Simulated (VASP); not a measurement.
# YbB2 (P6/mmm) in VASP: a series of runs

Runs on YbB2. Level: PBEsol. Tasks: relaxation of shape and atoms at fixed volume, single point.

All numbers are computed with VASP 6.6.1; they aren't measurements. Logs are shortened: lines on timing, memory, paths and dates and some standing lists are left out, and cuts for length are marked.

## 1. The cell of the first run

Symmetry: P6/mmm, No. 191, hexagonal system. The conventional cell has a = 3.241 Å, b = 3.241 Å, c = 3.842 Å, α = 90.00°, β = 90.00°, γ = 120.00°. Within 3.5 Å of Yb (site symmetry 6/mmm) lie 12 B at 2.68 Å and 6 Yb at 3.24 Å. Within 2.5 Å of B (site symmetry -6m2) lie 3 B at 1.87 Å.

## 2. Relaxation of shape and atoms at fixed volume, PBEsol (11.65 Å³/atom)

INCAR reads:

```
ALGO = Normal ; EDIFF = 1E-6
EDIFFG = -0.01 ; ENCUT = 600
GGA = PS ; IBRION = 2
ISIF = 4 ; ISMEAR = 0
LASPH = True ; LCHARG = False
LREAL = False ; LWAVE = False
NELM = 100 ; NSW = 60
PREC = Accurate ; SIGMA = 0.05
```

KPOINTS reads:

```
k-points
0
Gamma
  14 14 10
```

POSCAR reads:

```
YbB2
1.0
    3.2413653160      0.0000000000      0.0000000000
   -1.6206826580      2.8071047066      0.0000000000
    0.0000000000      0.0000000000      3.8417957343
Yb B
1 2
Direct
    0.0000000000      0.0000000000      0.0000000000
    0.3333333333      0.6666666667      0.5000000000
    0.6666666667      0.3333333333      0.5000000000
```

Potentials or basis: VASP PAW PBE potentials, release 64 (Yb, B).

Launch:

```console
$ cat potpaw_PBE.64/Yb/POTCAR potpaw_PBE.64/B/POTCAR > POTCAR
$ mpirun -np 1 vasp_std > vasp.out
```

OUTCAR:

```text
EDIFF = 1E-6
   EDIFFG = -0.01
   ENCUT = 600
   GGA = PS
   IBRION = 2
   ISIF = 4
   ISMEAR = 0
   LASPH = True
   LREAL = False
   NELM = 100
   NSW = 60
   PREC = Accurate

 ion  position               nearest neighbor table
   1  0.000  0.000  0.000-   2 2.68   3 2.68   2 2.68   3 2.68   2 2.68   2 2.68   3 2.68   3 2.68
                             3 2.68   3 2.68   2 2.68   2 2.68
   2  0.333  0.667  0.500-   3 1.87   3 1.87   3 1.87   1 2.68   1 2.68   1 2.68   1 2.68   1 2.68
                             1 2.68
   3  0.667  0.333  0.500-   2 1.87   2 1.87   2 1.87   1 2.68   1 2.68   1 2.68   1 2.68   1 2.68
                             1 2.68

  LATTYP: Found a hexagonal cell.
 ALAT       =     3.2413653160
 C/A-ratio  =     1.1852399714

  Lattice vectors:

 A1 = (   3.2413653160,   0.0000000000,   0.0000000000)
 A2 = (  -1.6206826580,   2.8071047066,   0.0000000000)
 A3 = (   0.0000000000,   0.0000000000,   3.8417957343)

Analysis of symmetry for initial positions (statically):
=====================================================================
 Subroutine PRICEL returns:
 Original cell was already a primitive cell.

 Routine SETGRP: Setting up the symmetry group for a
 hexagonal supercell.

 Subroutine GETGRP returns: Found 24 space group operations
 (whereof 24 operations were pure point group operations)
 out of a pool of 24 trial point group operations.

The static configuration has the point symmetry D_6h.

Analysis of symmetry for dynamics (positions and initial velocities):
=====================================================================
 Subroutine PRICEL returns:
 Original cell was already a primitive cell.

 Routine SETGRP: Setting up the symmetry group for a
 hexagonal supercell.

 Subroutine GETGRP returns: Found 24 space group operations
 (whereof 24 operations were pure point group operations)
 out of a pool of 24 trial point group operations.

The dynamic configuration has the point symmetry D_6h.

 Subroutine INISYM returns: Found 24 space group operations
 (whereof 24 operations are pure point group operations),
[... 152 lines left out ...]
  FORCE on cell =-STRESS in cart. coord.  units (eV):
  Direction    XX          YY          ZZ          XY          YZ          ZX
  --------------------------------------------------------------------------------------
  -------------------------------------------------------------------------------------
  Total       -1.1858659     -1.1858659     -1.1179099      0.0000000     -0.0000000      0.0000000
  in kB      -54.3532249    -54.3532249    -51.2385148      0.0000000     -0.0000000      0.0000000
  external PRESSURE =     -53.3149882 kB  Pullay stress =       0.0000000 kB

 VOLUME and BASIS-vectors are now :
 -----------------------------------------------------------------------------
  energy-cutoff  :      600.00
  volume of cell :       34.96
      direct lattice vectors                 reciprocal lattice vectors
     3.241365316  0.000000000  0.000000000     0.308511970  0.178119469  0.000000000
    -1.620682658  2.807104707  0.000000000     0.000000000  0.356238938  0.000000000
     0.000000000  0.000000000  3.841795734     0.000000000  0.000000000  0.260294943

 POSITION                                       TOTAL-FORCE (eV/Angst)
 -----------------------------------------------------------------------------------
      0.00000      0.00000      0.00000        -0.000000      0.000000      0.000000
     -0.00000      1.87140      1.92090        -0.000000     -0.000000      0.000000
      1.62068      0.93570      1.92090         0.000000      0.000000      0.000000
 -----------------------------------------------------------------------------------
    total drift:                               -0.000000      0.000000      0.000000

  FREE ENERGIE OF THE ION-ELECTRON SYSTEM (eV)
  ---------------------------------------------------
  free  energy   TOTEN  =       -19.3881556391 eV

  energy  without entropy=      -19.3839230322  energy(sigma->0) =      -19.38603934

--------------------------------------- Ionic step        2  -------------------------------------------

 number of electron      30.0000002 magnetization

 Free energy of the ion-electron system (eV)
  ---------------------------------------------------
  ext. energy  EPLUGINS =         0.00000000
  ---------------------------------------------------
  free energy    TOTEN  =       -19.38818272 eV

  energy without entropy =      -19.38394065  energy(sigma->0) =      -19.38606168

 E-fermi :   3.8328     XC(G=0): -12.3128

 val. band max:        3.8312769782   @ k =   0.1429   0.0000   0.0000
 cond. band min:       3.8337790684   @ k =   0.1429   0.0000   0.1000
 fundamental gap:      0.0025020901
 Fermi energy:         3.8327904104

 k-point     1 :       0.0000    0.0000    0.0000
  band No.  band energies     occupation
      1     -47.0209      2.00000
      2     -19.2314      2.00000
      3     -18.8592      2.00000
      4     -18.8592      2.00000
      5      -7.1732      2.00000
      6       2.2423      2.00000
[... 505 lines left out ...]
      6      -2.2316      2.00000
[... 11 lines left out ...]
     18       8.3511      0.00000
     19      10.8411      0.00000

 [... further k-points ...]
[... 5 lines left out ...]
  --------------------------------------------------------------------------------------
  -------------------------------------------------------------------------------------
  Total       -1.0425565     -1.0425565     -1.0173077      0.0000000     -0.0000000      0.0000000
  in kB      -47.7847520    -47.7847520    -46.6274903      0.0000000     -0.0000000      0.0000000
  external PRESSURE =     -47.3989981 kB  Pullay stress =       0.0000000 kB

 VOLUME and BASIS-vectors are now :
 -----------------------------------------------------------------------------
  energy-cutoff  :      600.00
  volume of cell :       34.96
      direct lattice vectors                 reciprocal lattice vectors
     3.240185032  0.000000000  0.000000000     0.308624350  0.178184352  0.000000000
    -1.620092516  2.806082551 -0.000000000     0.000000000  0.356368703  0.000000000
     0.000000000 -0.000000000  3.844595102     0.000000000  0.000000000  0.260105414

 POSITION                                       TOTAL-FORCE (eV/Angst)
 -----------------------------------------------------------------------------------
      3.24019      0.00000      0.00000        -0.000000      0.000000      0.000000
     -0.00000      1.87072      1.92230        -0.000000     -0.000000     -0.000000
      1.62009      0.93536      1.92230         0.000000     -0.000000      0.000000
 -----------------------------------------------------------------------------------
    total drift:                                0.000000      0.000000     -0.000000

  FREE ENERGIE OF THE ION-ELECTRON SYSTEM (eV)
  ---------------------------------------------------
  free  energy   TOTEN  =       -19.3881827163 eV

  energy  without entropy=      -19.3839406513  energy(sigma->0) =      -19.38606168

 reached required accuracy - stopping structural energy minimisation
```

CONTCAR:

```text
YbB2
   1.00000000000000
     3.2401850321758019    0.0000000000000000    0.0000000000000000
    -1.6200925160879009    2.8060825508246370   -0.0000000000000000
     0.0000000000000000   -0.0000000000000000    3.8445951023469926
  Yb              B
     1     2
Direct
     1.0000000000000000    0.0000000000000000    0.0000000000000000
     0.3333333332999970    0.6666666667000030    0.5000000000000000
     0.6666666667000030    0.3333333332999970    0.5000000000000000

  0.00000000E+00  0.00000000E+00  0.00000000E+00
  0.00000000E+00  0.00000000E+00  0.00000000E+00
  0.00000000E+00  0.00000000E+00  0.00000000E+00
```

Run time: 8.7 min. Hardware: 1 thread of Intel Xeon 8259CL, shared host; peak memory 0.29 GiB.

Results:

- Free energy: -19.3882 eV
- Energy gained by relaxing: 0.0 meV/atom
- Ionic steps: 2
- Pressure after relaxing: -4.7 GPa
- Band gap on the k mesh: zero (bands 15 and 16 overlap by 1.29 eV)

Stress tensor (GPa, compression positive):
```
-4.78  0.00  0.00
 0.00 -4.78  0.00
 0.00  0.00 -4.66
```

Final structure:
```
CELL_PARAMETERS angstrom
3.24019 0.00000 0.00000
-1.62009 2.80608 0.00000
0.00000 0.00000 3.84460
ATOMIC_POSITIONS crystal
Yb 0.00000 0.00000 0.00000
B 0.33333 0.66667 0.50000
B 0.66667 0.33333 0.50000
```

Caveat: the PAW data sets were made with another functional, which shifts forces and pressure a little; spin-orbit coupling is left out, which moves the levels of the heavy elements. Spin polarisation is off, so any magnetic state and its effect on volume and gap are missing.

## 3. Single point, PBEsol (10.76 Å³/atom)

This run uses another cell than the first one, of 10.76 Å³/atom.

INCAR reads:

```
PREC     = Accurate       # precision mode
ENCUT    = 520            # plane-wave cutoff, eV
EDIFF    = 1E-6           # SCF threshold, eV
ISMEAR   = 0              # smearing method
SIGMA    = 0.05           # smearing width, eV
LREAL    = False          # projectors in reciprocal space
LASPH    = True           # aspherical terms in the spheres
NELM     = 60             # most SCF steps
ALGO     = Normal         # electronic algorithm
ISIF     = 2              # what is computed and relaxed
LWAVE    = False          # write WAVECAR
LCHARG   = False          # write CHGCAR
GGA      = PS             # functional
NBANDS   = 22             # bands
```

KPOINTS reads:

```
Automatic mesh
0
Gamma
  14 14 10
```

POSCAR reads:

```
YbB2
1.0
    3.1605690797      0.0000000000      0.0000000000
   -1.5802845399      2.7371331134      0.0000000000
    0.0000000000      0.0000000000      3.7299031148
Yb B
1 2
Direct
    0.0000000000      0.0000000000      0.0000000000
    0.3333333333      0.6666666667      0.5000000000
    0.6666666667      0.3333333333      0.5000000000
```

Potentials or basis: VASP PAW PBE potentials, release 64 (Yb, B).

Launch:

```console
$ cat potpaw_PBE.64/Yb/POTCAR potpaw_PBE.64/B/POTCAR > POTCAR
$ mpirun -np 1 vasp_std > vasp.out
```

OUTCAR:

```text
PREC = Accurate
   ENCUT = 520
   EDIFF = 1E-6
   ISMEAR = 0
   LREAL = False
   LASPH = True
   NELM = 60
   ISIF = 2
   GGA = PS

 ion  position               nearest neighbor table
   1  0.000  0.000  0.000-   2 2.61   3 2.61   2 2.61   3 2.61   2 2.61   2 2.61   3 2.61   3 2.61
                             3 2.61   3 2.61   2 2.61   2 2.61
   2  0.333  0.667  0.500-   3 1.82   3 1.82   3 1.82   1 2.61   1 2.61   1 2.61   1 2.61   1 2.61
                             1 2.61
   3  0.667  0.333  0.500-   2 1.82   2 1.82   2 1.82   1 2.61   1 2.61   1 2.61   1 2.61   1 2.61
                             1 2.61

  LATTYP: Found a hexagonal cell.
[... 792 lines left out ...]

 [... further k-points ...]
[... 5 lines left out ...]
  --------------------------------------------------------------------------------------
  -------------------------------------------------------------------------------------
  Total        3.8052455      3.8052455      3.9377537     -0.0000000      0.0000000      0.0000000
  in kB      188.9446094    188.9446094    195.5241374     -0.0000000      0.0000000      0.0000000
  external PRESSURE =     191.1377854 kB  Pullay stress =       0.0000000 kB

 VOLUME and BASIS-vectors are now :
 -----------------------------------------------------------------------------
  energy-cutoff  :      520.00
  volume of cell :       32.27
      direct lattice vectors                 reciprocal lattice vectors
     3.160569080  0.000000000  0.000000000     0.316398716  0.182672884  0.000000000
    -1.580284540  2.737133113  0.000000000     0.000000000  0.365345768  0.000000000
     0.000000000  0.000000000  3.729903115     0.000000000  0.000000000  0.268103479

 POSITION                                       TOTAL-FORCE (eV/Angst)
 -----------------------------------------------------------------------------------
      0.00000      0.00000      0.00000        -0.000000      0.000000      0.000000
     -0.00000      1.82476      1.86495         0.000000     -0.000000     -0.000000
      1.58028      0.91238      1.86495        -0.000000      0.000000      0.000000
 -----------------------------------------------------------------------------------
    total drift:                               -0.000000     -0.000000     -0.000000

  FREE ENERGIE OF THE ION-ELECTRON SYSTEM (eV)
  ---------------------------------------------------
  free  energy   TOTEN  =       -19.3740776608 eV

  energy  without entropy=      -19.3698638038  energy(sigma->0) =      -19.37197073
```

Run time: 2.1 min. Hardware: 1 thread of Intel Xeon Platinum 8559C (Emerald Rapids), shared host; peak memory 0.24 GiB.

Results:

| Item | Value |
| --- | --- |
| Free energy | -19.3741 eV |
| Pressure | 19.1 GPa |
| Band gap on the k mesh | zero (bands 15 and 16 overlap by 1.42 eV) |

Caveat: the cell stands under pressure; the PAW data sets were made with another functional, which shifts forces and pressure a little; spin-orbit coupling is left out, which moves the levels of the heavy elements. Spin polarisation is off, so any magnetic state and its effect on volume and gap are missing.

(Part 1 of 2 ends here.)
